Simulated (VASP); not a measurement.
Input of a VASP 6.6.1 run:

POSCAR

```
WC
1.0
    0.0000000000      2.2215384142      2.2215384142
    2.2215384142      0.0000000000      2.2215384142
    2.2215384142      2.2215384142      0.0000000000
W C
1 1
Direct
    0.0000000000      0.0000000000      0.0000000000
    0.5000000000      0.5000000000      0.5000000000
```

The input INCAR.step1:

```
SYSTEM = WC
PREC = Accurate
ENCUT = 520
ISMEAR = 0
SIGMA = 0.05
LREAL = .False.
LASPH = .True.
NELM = 60
NBANDS = 16
GGA = PE
ALGO = Normal
EDIFF = 1E-4
LWAVE = .True.
LCHARG = .False.
```

Contents of INCAR.step2:

```
SYSTEM = WC
PREC = Accurate
ENCUT = 520
EDIFF = 1E-6
ISMEAR = 0
SIGMA = 0.05
LREAL = .False.
LASPH = .True.
NELM = 60
ALGO = Normal
ISIF = 2
LWAVE = .False.
LCHARG = .True.
METAGGA = R2SCAN
LMIXTAU = .True.
LELF = .True.
LVHAR = .True.
NBANDS = 16
ISTART = 1
```

The input KPOINTS:

```
Automatic mesh
0
Gamma
  11 11 11
  0 0 0
```

Potentials or basis: VASP PAW PBE potentials, release 64 (W_sv, C).

The run is started by

```console
$ cat potpaw_PBE.64/W_sv/POTCAR potpaw_PBE.64/C/POTCAR > POTCAR
$ cp INCAR.step1 INCAR
$ mpirun -np 1 vasp_std > vasp.out
$ cp INCAR.step2 INCAR
$ mpirun -np 1 vasp_std > vasp.out
```

(1) What does it give for the band gap on the k mesh?

(2) What does it give for the pressure?

Results:

(1) zero (bands 9 and 10 overlap by 3.02 eV).

(2) -16.7 GPa.

Caveat: the cell stands under tension; the PAW data sets were made with another functional, which shifts forces and pressure a little; spin-orbit coupling is left out, which moves the levels of the heavy elements.
